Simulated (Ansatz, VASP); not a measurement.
## IrO2 in VASP and in Ansatz

```xyz
6
Lattice="4.4990 0.0000 0.0000 0.0000 4.4990 0.0000 0.0000 0.0000 3.1460" Properties=species:S:1:pos:R:3 pbc="T T T"
Ir    0.0000    0.0000    0.0000
Ir    2.2495    2.2495    1.5730
O     1.3992    1.3992    0.0000
O     0.8503    3.6487    1.5730
O     3.0998    3.0998    0.0000
O     3.6487    0.8503    1.5730
```

Alike in both runs: task single point; functional PBEsol; k mesh 4 × 4 × 6; occupations gaussian, width 0.1 eV; collinear spin.

```csv
,VASP,Ansatz
version,VASP 6.6.1,Ansatz 0.2.0
potentials or method,"VASP PAW PBE potentials, release 64 (Ir, O), cutoff 600 eV","scalar-relativistic, plane waves, PAW"
valence electrons in the cell,42,58
```

Ansatz gave:

```
gap on the k mesh at the Fermi level (eV)                     : none
pressure (GPa)                                                : -1.9
traceless stress, the component that is largest in VASP (GPa) : 4.30
rms of the force components (eV/Å)                            : 0.257
net moment per atom (μB)                                      : 0.00
```

Problem. Estimate VASP's values.

Solution. gap on the k mesh at the Fermi level (eV): none; pressure (GPa): 0.7; traceless stress, the component that is largest in VASP (GPa): 5.23; rms of the force components (eV/Å): 0.277; net moment per atom (μB): 0.00.

VASP's potentials were made for PBE, not for PBEsol, and Ansatz warns of the same on its side. Atom by atom the forces differ by 0.019 eV/Å (rms over components). A gap of «none» marks a metal or a gap that the smearing closes. With one functional, cell and mesh, what is left measures potentials, basis and numerics. VASP's potentials hold 42 valence electrons a cell and Ansatz's 58, so a difference there can come from the potentials and not from the codes. Ansatz's warnings: seeded moment not kept.

Neither program's run includes spin-orbit coupling.
